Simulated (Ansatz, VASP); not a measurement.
**B2P3 in VASP and in Ansatz**

INCAR

```
SYSTEM = B2P3
  PREC = Accurate
  ENCUT = 600
  EDIFF = 1E-7
  ISMEAR = 0
  SIGMA = 0.1
  LREAL = .FALSE.
  LASPH = .TRUE.
  NELM = 60
  ALGO = Normal
  ISIF = 3
  LWAVE = .FALSE.
  LCHARG = .FALSE.
  GGA = PE
  IBRION = 2
  NSW = 100
  EDIFFG = -0.01
```

KPOINTS

```
Automatic mesh
0
G
  12 12 10
  0 0 0
```

File POSCAR:

```
B2P3
1.0
    3.9960851223      0.0000000000      0.0000000000
   -1.9980425611      3.4607112316      0.0000000000
    0.0000000000      0.0000000000      4.1353766285
B P
2 3
Direct
    0.3333333333      0.6666666667      0.5000000000
    0.6666666667      0.3333333333      0.5000000000
    0.3333333333      0.6666666667      0.0000000000
    0.6666666667      0.3333333333      0.0000000000
    0.0000000000      0.0000000000      0.5000000000
```

Input for Ansatz:

```yaml
crystal:
  lattice:
    - [3.9960851223, 0.0, 0.0]
    - [-1.9980425611, 3.4607112316, 0.0]
    - [0.0, 0.0, 4.1353766285]
  atoms:
    - { symbol: B, position: [0.3333333333, 0.6666666667, 0.5] }
    - { symbol: B, position: [0.6666666667, 0.3333333333, 0.5] }
    - { symbol: P, position: [0.3333333333, 0.6666666667, 0.0] }
    - { symbol: P, position: [0.6666666667, 0.3333333333, 0.0] }
    - { symbol: P, position: [0.0, 0.0, 0.5] }
basis:
  ecutwfc: 420
kpoints:
  mp_grid: { grid: [12, 12, 10] }
hamiltonian:
  xc: pbe
scf:
  occupations: { method: gaussian, width: 0.1 }
output:
  forces: true
  stress: true
  eigenvalues: true
relax:
  adjacent_minimum: "off"
  f_tol: 0.01
  max_steps: 80
  cell: { stress_tol: 0.05 }
```

Alike in both runs: task relaxation of cell and atoms; functional PBE; k mesh 12 × 12 × 10; occupations gaussian, width 0.1 eV; no spin polarisation.

```csv
,VASP,Ansatz
version,VASP 6.6.1,Ansatz 0.2.0
potentials or method,"VASP PAW PBE potentials, release 64 (B, P), cutoff 600 eV","scalar-relativistic, plane waves, PAW"
valence electrons in the cell,21,21
```

Ansatz gave:

| Item | Value |
| --- | --- |
| gap on the k mesh at the Fermi level, each at its own relaxed structure (eV) | none |
| relaxed volume (Å³/atom) | 11.32 |
| relaxed cell length with the largest relative difference (Å) | 3.926 |

**Question.** What did VASP give for the same quantities?

**Answer.** gap on the k mesh at the Fermi level, each at its own relaxed structure (eV): none; relaxed volume (Å³/atom): 11.28; relaxed cell length with the largest relative difference (Å): 3.921.

A gap of «none» marks a metal or a gap that the smearing closes.
